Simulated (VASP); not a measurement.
# NiMoIrPdW (P3m1) in VASP: a series of runs

Aim: see how the results for NiMoIrPdW move with the level of theory and the settings. Levels: PBE, PBE+D4, RPBE. Tasks: relaxation of cell and atoms.

All numbers are computed with VASP 6.6.1; they aren't measurements. Logs are shortened: lines on timing, memory, paths and dates and some standing lists are left out, and cuts for length are marked.

**1. The cell of the first run**

The structure is trigonal, space group P3m1 (No. 156). The conventional cell has a = 2.761 Å, b = 2.761 Å, c = 11.341 Å, α = 90.00°, β = 90.00°, γ = 120.00°. Within 3.4 Å of Ni (site symmetry 3m) lie 3 W at 2.59 Å and 3 Pd at 2.68 Å and 6 Ni at 2.76 Å. Mo (site symmetry 3m) has 3 Ir at 2.66 Å and 1 W at 2.66 Å and 6 Mo at 2.76 Å within 3.5 Å. Pd (site symmetry 3m) has 3 Ni at 2.68 Å and 6 Pd at 2.76 Å and 3 Ir at 2.84 Å within 3.5 Å. Within 3.5 Å of Ir (site symmetry 3m) lie 3 Mo at 2.66 Å and 6 Ir at 2.76 Å and 3 Pd at 2.84 Å. W (site symmetry 3m) has 3 Ni at 2.59 Å and 1 Mo at 2.66 Å and 6 W at 2.76 Å within 3.4 Å.

**2. Relaxation of cell and atoms, PBE, collinear spin, ferromagnetic start, target pressure 2 GPa, at which the enthalpy is minimised**

The input, INCAR:

```
PREC = Accurate ; ENCUT = 600
EDIFF = 1E-6 ; ISMEAR = -1
SIGMA = 0.05 ; LREAL = False
LASPH = True ; NELM = 150
ALGO = Normal ; ISIF = 3
LWAVE = False ; LCHARG = False
ISPIN = 2 ; MAGMOM = 1 1 0 0.6 0
LORBIT = 11 ; LMAXMIX = 4
GGA = PE ; IBRION = 2
NSW = 60 ; EDIFFG = -0.01
PSTRESS = 20.0
```

The input, KPOINTS:

```
Automatic mesh
0
Gamma
  8 8 2
```

The input, POSCAR:

```
NiMoIrPdW
1.0
    2.7607800000      0.0000000000      0.0000000000
   -1.3803900000      2.3909000000      0.0000000000
    0.0000000000      0.0000000000     11.3405100000
Ni Mo Pd Ir W
1 1 1 1 1
Direct
    0.0000000000      0.0000000000      0.7091700000
    0.6666700000      0.3333300000      0.2942500000
    0.6666700000      0.3333300000      0.8990100000
    0.0000000000      0.0000000000      0.1060400000
    0.6666700000      0.3333300000      0.5292100000
```

Potentials or basis: VASP PAW PBE potentials, release 64 (Ni, Mo_sv, Pd, Ir, W_sv).

Run with:

```console
$ cat potpaw_PBE.64/Ni/POTCAR potpaw_PBE.64/Mo_sv/POTCAR potpaw_PBE.64/Pd/POTCAR potpaw_PBE.64/Ir/POTCAR potpaw_PBE.64/W_sv/POTCAR > POTCAR
$ mpirun -np 1 vasp_std > vasp.out
```

OUTCAR:

```text
PREC = Accurate
   ENCUT = 600
   EDIFF = 1E-6
   ISMEAR = -1
   LREAL = False
   LASPH = True
   NELM = 150
   ISIF = 3
   ISPIN = 2
   LORBIT = 11
   GGA = PE
   IBRION = 2
   NSW = 60
   EDIFFG = -0.01
   PSTRESS = 20.0

 ion  position               nearest neighbor table
   1  0.000  0.000  0.709-   5 2.59   5 2.59   5 2.59   3 2.68   3 2.68   3 2.68
   2  0.667  0.333  0.294-   4 2.66   4 2.66   4 2.66   5 2.66
   3  0.667  0.333  0.899-   1 2.68   1 2.68   1 2.68   4 2.84   4 2.84   4 2.84
   4  0.000  0.000  0.106-   2 2.66   2 2.66   2 2.66   3 2.84   3 2.84   3 2.84
   5  0.667  0.333  0.529-   1 2.59   1 2.59   1 2.59   2 2.66

  LATTYP: Found a hexagonal cell.
 ALAT       =     2.7607800000
 C/A-ratio  =     4.1077195575

  Lattice vectors:

 A1 = (   2.7607800000,   0.0000000000,   0.0000000000)
 A2 = (  -1.3803900000,   2.3909000000,   0.0000000000)
 A3 = (   0.0000000000,   0.0000000000,  11.3405100000)

Analysis of symmetry for initial positions (statically):
=====================================================================
 Subroutine PRICEL returns:
 Original cell was already a primitive cell.

 Routine SETGRP: Setting up the symmetry group for a
 hexagonal supercell.

 Subroutine GETGRP returns: Found  2 space group operations
 (whereof  2 operations were pure point group operations)
 out of a pool of 24 trial point group operations.

The static configuration has the point symmetry C_1h.

Analysis of symmetry for dynamics (positions and initial velocities):
=====================================================================
 Subroutine PRICEL returns:
 Original cell was already a primitive cell.

 Routine SETGRP: Setting up the symmetry group for a
 hexagonal supercell.

 Subroutine GETGRP returns: Found  2 space group operations
 (whereof  2 operations were pure point group operations)
 out of a pool of 24 trial point group operations.

The dynamic configuration has the point symmetry C_1h.

Analysis of structural, dynamic, and magnetic symmetry:
=====================================================================
 Subroutine PRICEL returns:
 Original cell was already a primitive cell.

 Routine SETGRP: Setting up the symmetry group for a
 hexagonal supercell.

 Subroutine GETGRP returns: Found  2 space group operations
 (whereof  2 operations were pure point group operations)
 out of a pool of 24 trial point group operations.

The overall configuration has the point symmetry C_1h.

[... 130 lines left out ...]
   LHFCALC =     F    Hartree Fock is set to
   AEXX    =    0.0000 exact exchange contribution
   IVDW    =     0    specifies the selected vdW correction
   LEPSILON=     F    determine dielectric tensor
   LRPA    =     F    only Hartree local field effects (RPA)
 conjugate gradient relaxation of ions
 spin polarized calculation
  energy-cutoff  :      600.00
  volume of cell :       74.86
 maximum number of plane-waves:      2543
 NGX is ok and might be reduce to    24
   NGX = 11   NGY = 11   NGZ = 45

--------------------------------------- Ionic step        1  -------------------------------------------

 number of electron      56.9999992 magnetization       0.0002816

 number of electron      56.9999992 magnetization      -0.0006364

 Free energy of the ion-electron system (eV)
  ---------------------------------------------------
  ext. energy  EPLUGINS =         0.00000000
  ---------------------------------------------------
  free energy    TOTEN  =       -42.25917918 eV

  energy without entropy =      -42.21727543  energy(sigma->0) =      -42.23822730

------------------------ aborting loop because EDIFF is reached ----------------------------------------

  FORCE on cell =-STRESS in cart. coord.  units (eV):
  Direction    XX          YY          ZZ          XY          YZ          ZX
  --------------------------------------------------------------------------------------
  -------------------------------------------------------------------------------------
  Total        0.1654424      0.1653547      0.1545605     -0.0000752      0.0000333     -0.0000578
  in kB        3.5410456      3.5391694      3.3081354     -0.0016104      0.0007135     -0.0012378
  external PRESSURE =     -16.5372165 kB  Pullay stress =      20.0000000 kB
[... 106 lines left out ...]
  energy  without entropy=      -42.2153117867  energy(sigma->0) =      -42.23550684

  enthalpy is  TOTEN    =       -41.3307225096 eV   P V=        0.9249793824

[... ionic steps 4 to 7 ...]

--------------------------------------- Ionic step        8  -------------------------------------------

 number of electron      56.9999997 magnetization      -0.0000000

------------------------ aborting loop because EDIFF is reached ----------------------------------------
[... 77 lines left out ...]
--------------------------------------- Ionic step       10  -------------------------------------------

 number of electron      56.9999998 magnetization       0.0000000

 Free energy of the ion-electron system (eV)
  ---------------------------------------------------
  ext. energy  EPLUGINS =         0.00000000
  ---------------------------------------------------
  free energy    TOTEN  =       -42.25953133 eV

  energy without entropy =      -42.22081442  energy(sigma->0) =      -42.24017288

 E-fermi :  10.1810     XC(G=0): -13.2273

 val. band max:       10.1315632307   @ k =   0.5000   0.0000   0.5000
 cond. band min:      10.1947128721   @ k =   0.0000   0.0000   0.5000
 fundamental gap:      0.0631496414
 Fermi energy:        10.1809540030

 spin component 1

 k-point     1 :       0.0000    0.0000    0.0000
  band No.  band energies     occupation
      1     -63.7158      1.00000
      2     -50.8503      1.00000
      3     -28.0694      1.00000
      4     -27.3097      1.00000
      5     -27.3097      1.00000
      6     -24.9590      1.00000
[... 901 lines left out ...]
     34      10.9020      0.00000
     35      12.1334      0.00000

 [... further k-points ...]

 spin component 2

 k-point     1 :       0.0000    0.0000    0.0000
  band No.  band energies     occupation
      1     -63.7158      1.00000
      2     -50.8503      1.00000
      3     -28.0694      1.00000
      4     -27.3097      1.00000
      5     -27.3097      1.00000
      6     -24.9590      1.00000
[... 939 lines left out ...]
  energy  without entropy=      -42.2208144249  energy(sigma->0) =      -42.24017288

  enthalpy is  TOTEN    =       -41.3337997265 eV   P V=        0.9257316061

 reached required accuracy - stopping structural energy minimisation

 total charge

# of ion       s       p       d       tot
------------------------------------------
    1        0.463   0.430   8.333   9.226
    2        2.374   6.187   4.001  12.562
    3        0.503   0.497   8.499   9.499
    4        0.686   0.654   6.965   8.305
    5        2.441   6.276   3.386  12.102
--------------------------------------------------
tot          6.466  14.044  31.184  51.694

 magnetization (x)

# of ion       s       p       d       tot
------------------------------------------
    1       -0.000   0.000  -0.000  -0.000
    2       -0.000  -0.000  -0.000  -0.000
    3        0.000   0.000   0.000   0.000
    4        0.000   0.000   0.000   0.000
    5        0.000   0.000   0.000   0.000
--------------------------------------------------
tot         -0.000   0.000   0.000   0.000
```

CONTCAR:

```text
NiMoIrPdW
   1.00000000000000
     2.7558124051988426   -0.0000014375803161   -0.0000011791257703
    -1.3779074475779403    2.3865967991992934    0.0000011791229312
    -0.0000048146724155    0.0000027797449446   11.2755336273422575
  Ni              Mo              Pd              Ir              W
     1     1     1     1     1
Direct
     0.0000010715702016    0.9999989284297789    0.7101846995558412
     0.6666691412014548    0.3333308587985492    0.2951541508347987
     0.6666692027462011    0.3333307972538125    0.8984463090979250
     0.0000015566536366    0.9999984433463442    0.1041214896400822
     0.6666690278285159    0.3333309721715050    0.5297733508713472

  0.00000000E+00  0.00000000E+00  0.00000000E+00
  0.00000000E+00  0.00000000E+00  0.00000000E+00
  0.00000000E+00  0.00000000E+00  0.00000000E+00
  0.00000000E+00  0.00000000E+00  0.00000000E+00
  0.00000000E+00  0.00000000E+00  0.00000000E+00
```

Wall time 35 min (1 thread of Oxide Virtual Turin-like, shared host); peak memory 0.43 GiB.

Results:

| Property | Result |
| --- | --- |
| Free energy | -42.2595 eV |
| Relaxed volume | 14.83 Å³/atom |
| Relaxed cell | a = 2.756 Å, b = 2.756 Å, c = 11.276 Å, α = 90.00°, β = 90.00°, γ = 120.00° |
| Space group after relaxing (to 0.1 Å) | P3m1 (No. 156) |
| Energy change on relaxing (the run minimises the enthalpy) | -0.1 meV/atom |
| Ionic steps | 10 |
| Pressure after relaxing | 2.1 GPa |
| Largest force after relaxing | 0.006 eV/Å |
| Net moment | 0.00 μB per cell |
| Valence electrons inside the program's atomic spheres | Ni 9.23; Mo 12.56; Pd 9.50; Ir 8.30; W 12.10 |

Forces in eV/Å, atoms in the order of the input:
```
Ni   0.000  0.000  0.006
Mo   0.000  0.000 -0.003
Pd   0.000  0.000  0.001
Ir   0.000  0.000 -0.005
W    0.000  0.000  0.000
```

The path:
| step | energy change (eV) | largest force (eV/Å) | pressure (GPa) | volume (Å³) |
| --- | --- | --- | --- | --- |
| 1 | 0.0000 | 0.3277 | 0.35 | 74.86 |
| 2 | 0.0237 | 0.1262 | 5.50 | 73.19 |
| 3 | 0.0035 | 0.2364 | 2.64 | 74.10 |
| 4 | -0.0001 | 0.1519 | 1.76 | 74.23 |
| 5 | 0.0001 | 0.0573 | 1.97 | 74.19 |
| 6 | -0.0005 | 0.0404 | 1.92 | 74.19 |
| 7 | -0.0005 | 0.0307 | 1.95 | 74.18 |
| 8 | -0.0005 | 0.0294 | 1.98 | 74.18 |
| 9 | -0.0004 | 0.0095 | 2.09 | 74.16 |
| 10 | -0.0004 | 0.0065 | 2.05 | 74.16 |

Final structure:
```
Ni Mo Pd Ir W
1.0
     2.75581    0.00000    0.00000
    -1.37791    2.38660    0.00000
     0.00000    0.00000   11.27553
Ni Mo Pd Ir W
1 1 1 1 1
Direct
  0.00000 0.00000 0.71018
  0.66667 0.33333 0.29515
  0.66667 0.33333 0.89845
  0.00000 0.00000 0.10412
  0.66667 0.33333 0.52977
```

Caveat: the cell is relaxed towards a set pressure, so the run minimises the enthalpy, not the energy; spin-orbit coupling is left out, which moves the levels of the heavy elements.

**3. Relaxation of cell and atoms, PBE+D4, collinear spin, ferromagnetic start**

The input, INCAR:

```
PREC = Accurate ; ENCUT = 600
EDIFF = 1E-7 ; ISMEAR = -1
SIGMA = 0.05 ; LREAL = F
LASPH = T ; NELM = 150
ALGO = Normal ; ISIF = 3
LWAVE = F ; LCHARG = F
ISPIN = 2 ; MAGMOM = 1 1 0 0.6 0
LORBIT = 11 ; LMAXMIX = 4
GGA = PE ; IVDW = 13
IBRION = 2 ; NSW = 60
EDIFFG = -0.01
```

The input, KPOINTS:

```
regular mesh
0
Gamma
  8 8 2
```

POSCAR is that of step 2.

Potentials or basis: VASP PAW PBE potentials, release 64 (Ni, Mo_sv, Pd, Ir, W_sv).

Run with:

```console
$ cat potpaw_PBE.64/Ni/POTCAR potpaw_PBE.64/Mo_sv/POTCAR potpaw_PBE.64/Pd/POTCAR potpaw_PBE.64/Ir/POTCAR potpaw_PBE.64/W_sv/POTCAR > POTCAR
$ mpirun -np 1 vasp_std > vasp.out
```

Run time: 76 min. Hardware: 1 thread of Oxide Virtual Turin-like, shared host; peak memory 0.43 GiB.

The run converged. Its results:

| Property | Result |
| --- | --- |
| Free energy | -45.3989 eV |
| Relaxed volume | 14.61 Å³/atom |
| Relaxed cell | a = 2.744 Å, b = 2.744 Å, c = 11.203 Å, α = 90.00°, β = 90.00°, γ = 120.00° |
| Space group after relaxing (to 0.1 Å) | P3m1 (No. 156) |
| Energy gained by relaxing | 7.2 meV/atom |
| Ionic steps | 11 |
| Pressure after relaxing | 0.0 GPa |
| Largest force after relaxing | 0.005 eV/Å |
| Net moment | 0.00 μB per cell |
| Valence electrons inside the program's atomic spheres | Ni 9.24; Mo 12.60; Pd 9.54; Ir 8.35; W 12.13 |
| Dispersion energy per atom | -0.634 eV |

Forces on the atoms (eV/Å):
```
Ni   0.000  0.000  0.004
Mo   0.000  0.000  0.005
Pd   0.000  0.000 -0.004
Ir   0.000  0.000  0.000
W    0.000  0.000 -0.005
```

The path:
```
step  energy change (eV)  largest force (eV/Å)  pressure (GPa)  volume (Å³)
   1              0.0000                0.3172           -5.03        74.86
   2              0.0860                0.4851           12.40        69.88
   3             -0.0295                0.3953            0.30        73.13
   4             -0.0348                0.1277            0.02        73.06
   5             -0.0348                0.0887            0.05        73.06
   6             -0.0357                0.0541           -0.08        73.09
   7             -0.0358                0.0415           -0.15        73.11
   8             -0.0360                0.0235            0.23        72.98
   9             -0.0360                0.0234            0.20        72.99
  10             -0.0361                0.0167           -0.12        73.08
  11             -0.0361                0.0047            0.01        73.04
```

Final structure:
```
Ni Mo Pd Ir W
1.0
     2.74379   -0.00001    0.00000
    -1.37190    2.37619    0.00000
    -0.00001    0.00000   11.20298
Ni Mo Pd Ir W
1 1 1 1 1
Direct
  0.00000 0.00000 0.71058
  0.66667 0.33333 0.29494
  0.66667 0.33333 0.89923
  0.00000 0.00000 0.10355
  0.66667 0.33333 0.52938
```

Levels at points of the mesh, in eV from the Fermi level:
Spin up:
| k point | band 26 | band 27 | band 28 | band 29 | band 30 | band 31 |
| --- | --- | --- | --- | --- | --- | --- |
| (0.00, 0.00, 0.00) | -1.46 | -0.96 | -0.90 | -0.90 | -0.11 | -0.11 |
| (0.50, 0.00, 0.00) | -0.38 | -0.06 | 0.98 | 1.02 | 1.22 | 2.08 |
| (0.50, 0.50, 0.00) | -0.38 | -0.06 | 0.98 | 1.02 | 1.22 | 2.08 |
| (0.00, 0.00, 0.50) | -1.37 | -1.11 | -1.00 | -1.00 | 0.01 | 0.01 |
| (0.50, 0.00, 0.50) | -0.06 | 0.17 | 0.83 | 1.03 | 1.25 | 1.30 |
| (0.50, 0.50, 0.50) | -0.06 | 0.17 | 0.83 | 1.03 | 1.25 | 1.30 |
Spin down:
| k point | band 26 | band 27 | band 28 | band 29 | band 30 | band 31 |
| --- | --- | --- | --- | --- | --- | --- |
| (0.00, 0.00, 0.00) | -1.46 | -0.96 | -0.90 | -0.90 | -0.11 | -0.11 |
| (0.50, 0.00, 0.00) | -0.38 | -0.06 | 0.98 | 1.02 | 1.22 | 2.08 |
| (0.50, 0.50, 0.00) | -0.38 | -0.06 | 0.98 | 1.02 | 1.22 | 2.08 |
| (0.00, 0.00, 0.50) | -1.37 | -1.11 | -1.00 | -1.00 | 0.01 | 0.01 |
| (0.50, 0.00, 0.50) | -0.06 | 0.17 | 0.83 | 1.03 | 1.25 | 1.30 |
| (0.50, 0.50, 0.50) | -0.06 | 0.17 | 0.83 | 1.03 | 1.25 | 1.30 |

Caveat: spin-orbit coupling is left out, which moves the levels of the heavy elements.

(Part 1 of 2 ends here.)
